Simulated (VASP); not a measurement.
# MnO (F-43m) in VASP: further runs, part 2 of 2

VASP 6.6.1. The steps go on from the part before.

### 3 Single point, PBE, collinear spin, ferromagnetic start

INCAR

```
ALGO = Normal
EDIFF = 1E-6
ENCUT = 600
GGA = PE
GGA_COMPAT = False
ISIF = 2
ISMEAR = -1
ISPIN = 2
LASPH = True
LCHARG = True
LELF = True
LMAXMIX = 4
LORBIT = 11
LREAL = False
LVHAR = True
LWAVE = False
MAGMOM = 3.9 0
NBANDS = 20
NELM = 200
PREC = Accurate
SIGMA = 0.1
```

KPOINTS

```
k-points
0
Gamma
  7 7 7
```

POSCAR

```
MnO
1.0
    0.0000000000      2.3809300700      2.3809300700
    2.3809300700      0.0000000000      2.3809300700
    2.3809300700      2.3809300700      0.0000000000
Mn O
1 1
Direct
    0.0000000000      0.0000000000      0.0000000000
    0.2500000000      0.2500000000      0.2500000000
```

Potentials or basis: VASP PAW PBE potentials, release 64 (Mn_pv, O).

Launch:

```console
$ cat potpaw_PBE.64/Mn_pv/POTCAR potpaw_PBE.64/O/POTCAR > POTCAR
$ mpirun -np 1 vasp_std > vasp.out
```

OUTCAR:

```text
EDIFF = 1E-6
   ENCUT = 600
   GGA = PE
   ISIF = 2
   ISMEAR = -1
   ISPIN = 2
   LASPH = True
   LORBIT = 11
   LREAL = False
   NELM = 200
   PREC = Accurate

 ion  position               nearest neighbor table
   1  0.000  0.000  0.000-   2 2.06   2 2.06   2 2.06   2 2.06
   2  0.250  0.250  0.250-   1 2.06   1 2.06   1 2.06   1 2.06

  LATTYP: Found a face centered cubic cell.
 ALAT       =     4.7618601400

  Lattice vectors:

 A1 = (   0.0000000000,   2.3809300700,   2.3809300700)
 A2 = (   2.3809300700,   0.0000000000,   2.3809300700)
 A3 = (   2.3809300700,   2.3809300700,   0.0000000000)

Analysis of symmetry for initial positions (statically):
=====================================================================
 Subroutine PRICEL returns:
 Original cell was already a primitive cell.

 Routine SETGRP: Setting up the symmetry group for a
 face centered cubic supercell.

 Subroutine GETGRP returns: Found 24 space group operations
 (whereof 24 operations were pure point group operations)
 out of a pool of 48 trial point group operations.

The static configuration has the point symmetry T_d .

Analysis of symmetry for dynamics (positions and initial velocities):
=====================================================================
 Subroutine PRICEL returns:
 Original cell was already a primitive cell.

 Routine SETGRP: Setting up the symmetry group for a
 face centered cubic supercell.

 Subroutine GETGRP returns: Found 24 space group operations
 (whereof 24 operations were pure point group operations)
 out of a pool of 48 trial point group operations.

The dynamic configuration has the point symmetry T_d .

Analysis of structural, dynamic, and magnetic symmetry:
=====================================================================
 Subroutine PRICEL returns:
 Original cell was already a primitive cell.

 Routine SETGRP: Setting up the symmetry group for a
 face centered cubic supercell.

 Subroutine GETGRP returns: Found 24 space group operations
 (whereof 24 operations were pure point group operations)
 out of a pool of 48 trial point group operations.

The overall configuration has the point symmetry T_d .

 Subroutine INISYM returns: Found 24 space group operations
 (whereof 24 operations are pure point group operations),
 and found     1 'primitive' translations

----------------------------------------------------------------------------------------

                                     Primitive cell

  volume of cell :      26.9942

  direct lattice vectors                    reciprocal lattice vectors
     0.000000000  2.380930070  2.380930070    -0.210001968  0.210001968  0.210001968
     2.380930070  0.000000000  2.380930070     0.210001968 -0.210001968  0.210001968
     2.380930070  2.380930070  0.000000000     0.210001968  0.210001968 -0.210001968

  length of vectors
     3.367143596  3.367143596  3.367143596     0.363734078  0.363734078  0.363734078

  position of ions in fractional coordinates (direct lattice)
     0.000000000  0.000000000  0.000000000
     0.250000000  0.250000000  0.250000000

[... 59 lines left out ...]
   NGX,Y,Z   is equivalent  to a cutoff of  13.82, 13.82, 13.82 a.u.
   NGXF,Y,Z  is equivalent  to a cutoff of  27.65, 27.65, 27.65 a.u.
 SYSTEM =  unknown system
   PREC   = accura    normal or accurate (medium, high low for compatibility)
   ISTART =      0    job   : 0-new  1-cont  2-samecut
   ICHARG =      2    charge: 1-file 2-atom 10-const
   ISPIN  =      2    spin polarized calculation?
   LNONCOLLINEAR =      F non collinear calculations
   LSORBIT =      F    spin-orbit coupling
   LASPH  =      T    aspherical Exc in radial PAW
   ENCUT  =  600.0 eV  44.10 Ry    6.64 a.u.   6.73  6.73  6.73*2*pi/ulx,y,z
   NELM   =    200;   NELMIN=  2; NELMDL= -5     # of ELM steps
   EDIFF  = 0.1E-05   stopping-criterion for ELM
   LREAL  =      F    real-space projection
   EDIFFG = 0.1E-04   stopping-criterion for IOM
   NSW    =      0    number of steps for IOM
   IBRION =     -1    ionic relax: 0-MD 1-quasi-New 2-CG
   NFREE  =      0    steps in history (QN), initial steepest desc. (CG)
   ISIF   =      2    stress and relaxation
   ISYM   =      2    0-nonsym 1-usesym 2-fastsym
   POTIM  = 0.5000    time-step for ionic-motion
   TEBEG  =    0.0;   TEEND  =   0.0 temperature during run
   PSTRESS=    0.0 pullay stress
   NELECT =      19.0000    total number of electrons
   NUPDOWN=      -1.0000    fix difference up-down
   EMIN   =  10.00;   EMAX   =-10.00  energy-range for DOS
   EFERMI =   0.00;   METHOD = LEGACY
   ISMEAR =    -1;   SIGMA  =   0.10  broadening in eV -4-tet -1-fermi 0-gaus
   EFERMI_NEDOS =   21; number of points for ismear=-14 and -15
   IALGO  =     38    algorithm
   IMIX   =      4    mixing-type and parameters
     AMIX     =   0.40;   BMIX     =  1.00
     AMIX_MAG =   1.60;   BMIX_MAG =  1.00
  volume/ion in A,a.u.               =      13.50        91.08
  Fermi-wavevector in a.u.,A,eV,Ry     =   1.456250  2.751914 28.853402  2.120665
  Thomas-Fermi vector in A             =   2.573190
   LORBIT       =     11    0 simple, 1 ext, 2 COOP (PROOUT), +10 PAW based schemes
   GGA     = PE    functional components
   LHFCALC =     F    Hartree Fock is set to
   AEXX    =    0.0000 exact exchange contribution
   IVDW    =     0    specifies the selected vdW correction
   LEPSILON=     F    determine dielectric tensor
   LRPA    =     F    only Hartree local field effects (RPA)
 spin polarized calculation
  energy-cutoff  :      600.00
  volume of cell :       26.99
 maximum number of plane-waves:       914
   NGX = 13   NGY = 13   NGZ = 13

 number of electron      18.9999997 magnetization       4.9366725

 Free energy of the ion-electron system (eV)
  ---------------------------------------------------
  ext. energy  EPLUGINS =         0.00000000
  ---------------------------------------------------
  free energy    TOTEN  =       -16.41505840 eV

  energy without entropy =      -16.39505492  energy(sigma->0) =      -16.40505666

 E-fermi :   5.5530     XC(G=0): -10.5074

 val. band max:        5.5209283952   @ k =   0.0000   0.0000   0.0000
 cond. band min:       5.6323381476   @ k =   0.0000   0.0000   0.0000
 fundamental gap:      0.1114097523
 Fermi energy:         5.5529830706

 spin component 1

 k-point     1 :       0.0000    0.0000    0.0000
  band No.  band energies     occupation
      1     -44.9293      1.00000
      2     -44.9293      1.00000
      3     -44.9293      1.00000
      4     -14.2067      1.00000
      5      -0.5466      1.00000
      6      -0.5466      1.00000
[... 436 lines left out ...]
      6      -0.3293      1.00000
[... 12 lines left out ...]
     19      26.3459      0.00000
     20      27.0932      0.00000
 Fermi energy:         5.5529830706

 spin component 2

 k-point     1 :       0.0000    0.0000    0.0000
  band No.  band energies     occupation
      1     -40.2323      1.00000
      2     -40.2323      1.00000
      3     -40.2323      1.00000
      4     -13.7728      1.00000
      5       0.7483      1.00000
      6       0.7483      1.00000
[... 449 lines left out ...]
     19      27.3232      0.00000
     20      28.0182      0.00000

------------------------ aborting loop because EDIFF is reached ----------------------------------------

  FORCE on cell =-STRESS in cart. coord.  units (eV):
  Direction    XX          YY          ZZ          XY          YZ          ZX
  --------------------------------------------------------------------------------------
  -------------------------------------------------------------------------------------
  Total        0.4034789      0.4034789      0.4034789     -0.0000000     -0.0000000      0.0000000
  in kB       23.9475696     23.9475696     23.9475696     -0.0000000     -0.0000000      0.0000000
  external PRESSURE =      23.9475696 kB  Pullay stress =       0.0000000 kB

 VOLUME and BASIS-vectors are now :
 -----------------------------------------------------------------------------
  energy-cutoff  :      600.00
  volume of cell :       26.99
      direct lattice vectors                 reciprocal lattice vectors
     0.000000000  2.380930070  2.380930070    -0.210001968  0.210001968  0.210001968
     2.380930070  0.000000000  2.380930070     0.210001968 -0.210001968  0.210001968
     2.380930070  2.380930070  0.000000000     0.210001968  0.210001968 -0.210001968

 POSITION                                       TOTAL-FORCE (eV/Angst)
 -----------------------------------------------------------------------------------
      0.00000      0.00000      0.00000         0.000000      0.000000      0.000000
      1.19047      1.19047      1.19047        -0.000000     -0.000000     -0.000000
 -----------------------------------------------------------------------------------
    total drift:                                0.000000      0.000000      0.000000

  FREE ENERGIE OF THE ION-ELECTRON SYSTEM (eV)
  ---------------------------------------------------
  free  energy   TOTEN  =       -16.4150583984 eV

  energy  without entropy=      -16.3950549171  energy(sigma->0) =      -16.40505666

 total charge

# of ion       s       p       d       tot
------------------------------------------
    1        0.236   6.220   4.943  11.400
    2        1.552   3.450   0.000   5.002
--------------------------------------------------
tot          1.788   9.670   4.943  16.401

 magnetization (x)

# of ion       s       p       d       tot
------------------------------------------
    1        0.036   0.059   4.284   4.379
    2        0.019   0.170   0.000   0.189
--------------------------------------------------
tot          0.055   0.228   4.284   4.568
```

stdout:

```text
POSCAR found type information on POSCAR MnO
 POSCAR found :  2 types and       2 ions
 scaLAPACK will be used
 LDA part: xc-table for (Slater+PW92), standard interpolation
 POSCAR, INCAR and KPOINTS ok, starting setup
 FFT: planning ... GRIDC
 FFT: planning ... GRID_SOFT
 FFT: planning ... GRID
 WAVECAR not read
 entering main loop
```

Run time: 16 s. Hardware: 1 thread of Intel Xeon 6975P-C (Granite Rapids), shared host; peak memory 0.18 GiB.

What came out:

* Free energy: -16.4151 eV
* Pressure: 2.4 GPa
* Net moment: 4.94 μB per cell
* Site moments: Mn +4.38; O +0.19 μB
* Valence electrons inside the program's atomic spheres: Mn 11.40; O 5.00

Caveat: a cell with one magnetic atom can't hold antiferromagnetic order, which such compounds often take; semilocal functionals often make such compounds metallic where correlation or magnetic order opens a gap, which also shifts bond lengths.

### 4 Single point, PBE, collinear spin, ferromagnetic start

INCAR

```
SYSTEM = MnO
PREC = Accurate
ENCUT = 600
EDIFF = 1E-6
ISMEAR = -4
SIGMA = 0.1
LREAL = .FALSE.
LASPH = .TRUE.
NELM = 200
ALGO = Normal
ISIF = 2
LWAVE = .FALSE.
LCHARG = .FALSE.
ISPIN = 2
MAGMOM = 3.9 0
LORBIT = 11
LMAXMIX = 4
GGA = PE
NBANDS = 20
GGA_COMPAT = .FALSE.
```

KPOINTS

```
regular mesh
0
G
  7 7 7
  0 0 0
```

POSCAR is that of step 3.

Launch:

```console
$ cat potpaw_PBE.64/Mn_pv/POTCAR potpaw_PBE.64/O/POTCAR > POTCAR
$ mpirun -np 1 vasp_std > vasp.out
```

It took 14 s on 1 thread of Intel Xeon 6975P-C (Granite Rapids), shared host; peak memory 0.18 GiB.

The run converged. Its results:

```yaml
Free_energy: -16.4063 eV
Pressure: 3.3 GPa
Band_gap_on_the_k_mesh: zero (filled and empty bands overlap)
Net_moment: 5.00 μB per cell
Site_moments: Mn +4.42; O +0.20 μB
Valence_electrons_inside_the_program's_atomic_spheres: Mn 11.40; O 5.00
```

Levels at points of the mesh, in eV from the Fermi level:
Spin up:
| k point | band 8 | band 9 | band 10 | band 11 | band 12 | band 13 | band 14 | band 15 | band 16 | band 17 |
| --- | --- | --- | --- | --- | --- | --- | --- | --- | --- | --- |
| (0.00, 0.00, 0.00) | -2.86 | -2.86 | -1.52 | 0.01 | 0.01 | 0.01 | 12.07 | 12.07 | 12.07 | 17.09 |
Spin down:
| k point | band 3 | band 4 | band 5 | band 6 | band 7 | band 8 | band 9 | band 10 | band 11 | band 12 |
| --- | --- | --- | --- | --- | --- | --- | --- | --- | --- | --- |
| (0.00, 0.00, 0.00) | -45.81 | -19.37 | -4.85 | -4.85 | -4.85 | -0.07 | 1.45 | 1.45 | 3.38 | 3.38 |

Caveat: a cell with one magnetic atom can't hold antiferromagnetic order, which such compounds often take; semilocal functionals often make such compounds metallic where correlation or magnetic order opens a gap, which also shifts bond lengths. With open d or f shells a metallic result of PBE can be an artefact of self-interaction; +U or a hybrid may open a gap.

### 5 Single point, PBE, collinear spin, ferromagnetic start

INCAR

```
  PREC = Accurate
  ENCUT = 600
  EDIFF = 1E-6
  ISMEAR = -1
  SIGMA = 0.1
  LREAL = F
  LASPH = T
  NELM = 200
  ALGO = Normal
  ISIF = 2
  LWAVE = F
  LCHARG = F
  ISPIN = 2
  MAGMOM = 3.9 0
  LORBIT = 11
  LMAXMIX = 4
  GGA = PE
  NBANDS = 20
  GGA_COMPAT = F
```

KPOINTS

```
Automatic mesh
0
Gamma
  9 9 9
```

POSCAR is that of step 4.

Potentials or basis: VASP PAW PBE potentials, release 64 (Mn_pv, O).

Launch:

```console
$ cat potpaw_PBE.64/Mn_pv/POTCAR potpaw_PBE.64/O/POTCAR > POTCAR
$ mpirun -np 1 vasp_std > vasp.out
```

OUTCAR:

```text
PREC = Accurate
   ENCUT = 600
   EDIFF = 1E-6
   ISMEAR = -1
   LREAL = F
   LASPH = T
   NELM = 200
   ISIF = 2
   ISPIN = 2
   LORBIT = 11
   GGA = PE

 ion  position               nearest neighbor table
   1  0.000  0.000  0.000-   2 2.06   2 2.06   2 2.06   2 2.06
   2  0.250  0.250  0.250-   1 2.06   1 2.06   1 2.06   1 2.06

  LATTYP: Found a face centered cubic cell.
 ALAT       =     4.7618601400

  Lattice vectors:

 A1 = (   0.0000000000,   2.3809300700,   2.3809300700)
 A2 = (   2.3809300700,   0.0000000000,   2.3809300700)
 A3 = (   2.3809300700,   2.3809300700,   0.0000000000)

Analysis of symmetry for initial positions (statically):
=====================================================================
 Subroutine PRICEL returns:
 Original cell was already a primitive cell.

 Routine SETGRP: Setting up the symmetry group for a
 face centered cubic supercell.

 Subroutine GETGRP returns: Found 24 space group operations
 (whereof 24 operations were pure point group operations)
 out of a pool of 48 trial point group operations.

[... 737 lines left out ...]

 spin component 2

 k-point     1 :       0.0000    0.0000    0.0000
  band No.  band energies     occupation
      1     -40.2239      1.00000
      2     -40.2239      1.00000
      3     -40.2239      1.00000
      4     -13.7696      1.00000
      5       0.7519      1.00000
      6       0.7519      1.00000
[... 541 lines left out ...]
     19      27.6861      0.00000
     20      31.4043      0.00000

 [... further k-points ...]
[... 5 lines left out ...]
  --------------------------------------------------------------------------------------
  -------------------------------------------------------------------------------------
  Total        0.4082216      0.4082216      0.4082216      0.0000000     -0.0000000      0.0000000
  in kB       24.2290648     24.2290648     24.2290648      0.0000000     -0.0000000      0.0000000
  external PRESSURE =      24.2290648 kB  Pullay stress =       0.0000000 kB

 VOLUME and BASIS-vectors are now :
 -----------------------------------------------------------------------------
  energy-cutoff  :      600.00
  volume of cell :       26.99
      direct lattice vectors                 reciprocal lattice vectors
     0.000000000  2.380930070  2.380930070    -0.210001968  0.210001968  0.210001968
     2.380930070  0.000000000  2.380930070     0.210001968 -0.210001968  0.210001968
     2.380930070  2.380930070  0.000000000     0.210001968  0.210001968 -0.210001968

 POSITION                                       TOTAL-FORCE (eV/Angst)
 -----------------------------------------------------------------------------------
      0.00000      0.00000      0.00000         0.000000      0.000000      0.000000
      1.19047      1.19047      1.19047        -0.000000     -0.000000     -0.000000
 -----------------------------------------------------------------------------------
    total drift:                                0.000000      0.000000      0.000000

  FREE ENERGIE OF THE ION-ELECTRON SYSTEM (eV)
  ---------------------------------------------------
  free  energy   TOTEN  =       -16.4152049688 eV

  energy  without entropy=      -16.3962546419  energy(sigma->0) =      -16.40572981

 total charge

# of ion       s       p       d       tot
------------------------------------------
    1        0.235   6.221   4.944  11.400
    2        1.552   3.450   0.000   5.002
--------------------------------------------------
tot          1.787   9.671   4.944  16.402

 magnetization (x)

# of ion       s       p       d       tot
------------------------------------------
    1        0.036   0.059   4.286   4.381
    2        0.019   0.170   0.000   0.190
--------------------------------------------------
tot          0.055   0.229   4.286   4.570
```

OSZICAR:

```text
N       E                     dE             d eps       ncg     rms          rms(c)
DAV:   1     0.186447334297E+03    0.18645E+03   -0.11353E+04  2804   0.117E+03
DAV:   2    -0.896243245025E+01   -0.19541E+03   -0.18256E+03  2856   0.339E+02
DAV:   3    -0.190716435896E+02   -0.10109E+02   -0.99864E+01  3152   0.832E+01
DAV:   4    -0.191632924249E+02   -0.91649E-01   -0.91624E-01  3128   0.822E+00
DAV:   5    -0.191642596274E+02   -0.96720E-03   -0.96718E-03  3168   0.843E-01    0.154E+01
DAV:   6    -0.169891253470E+02    0.21751E+01   -0.14011E+01  3680   0.398E+01    0.149E+01
DAV:   7    -0.164155540912E+02    0.57357E+00   -0.21115E+00  3036   0.223E+01    0.869E+00
DAV:   8    -0.164308921163E+02   -0.15338E-01   -0.19723E-01  3148   0.325E+00    0.514E+00
DAV:   9    -0.164073186321E+02    0.23573E-01   -0.11604E-01  2924   0.309E+00    0.199E+00
DAV:  10    -0.164147806351E+02   -0.74620E-02   -0.23617E-02  2912   0.162E+00    0.329E-01
DAV:  11    -0.164144921534E+02    0.28848E-03   -0.54568E-03  3132   0.637E-01    0.328E-01
DAV:  12    -0.164151439469E+02   -0.65179E-03   -0.73656E-04  3348   0.316E-01    0.787E-02
DAV:  13    -0.164151631596E+02   -0.19213E-04   -0.94717E-05  3120   0.776E-02    0.680E-02
DAV:  14    -0.164152092362E+02   -0.46077E-04   -0.94896E-05  3028   0.718E-02    0.241E-02
DAV:  15    -0.164152047055E+02    0.45308E-05   -0.15979E-05  3180   0.350E-02    0.900E-03
DAV:  16    -0.164152049688E+02   -0.26333E-06   -0.60387E-07  2580   0.693E-03
   1 F= -.16415205E+02 E0= -.16405730E+02  d E =-.189503E-01  mag=     4.9398
```

Run time: 23 s. Hardware: 1 thread of Intel Xeon 6975P-C (Granite Rapids), shared host; peak memory 0.19 GiB.

What came out:

```
Free energy                                           : -16.4152 eV
Pressure                                              : 2.4 GPa
Net moment                                            : 4.94 μB per cell
Site moments                                          : Mn +4.38; O +0.19 μB
Valence electrons inside the program's atomic spheres : Mn 11.40; O 5.00
```

Caveat: a cell with one magnetic atom can't hold antiferromagnetic order, which such compounds often take; semilocal functionals often make such compounds metallic where correlation or magnetic order opens a gap, which also shifts bond lengths. With open d or f shells a metallic result of PBE can be an artefact of self-interaction; +U or a hybrid may open a gap.

### 6 The runs side by side

```csv
k mesh,smearing,gap on the mesh (eV),pressure (GPa),moment (μB)
7 × 7 × 7,fermi-dirac 0.1 eV,none,2.4,4.94
7 × 7 × 7,tetrahedron,none,3.3,5.00
9 × 9 × 9,fermi-dirac 0.1 eV,none,2.4,4.94
```

Alike in all rows: task single point; level PBE; potentials or basis VASP PAW PBE potentials, release 64 (Mn_pv, O); spin collinear, ferromagnetic start; cell as given; cutoff (eV) 600.

Every run on the cell as given and a fine mesh finds a metal.

Caveats: a cell with one magnetic atom can't hold antiferromagnetic order, which such compounds often take; semilocal functionals often make such compounds metallic where correlation or magnetic order opens a gap, which also shifts bond lengths.

Total energies depend on the potentials used, so only differences within one code and one set of settings carry meaning.
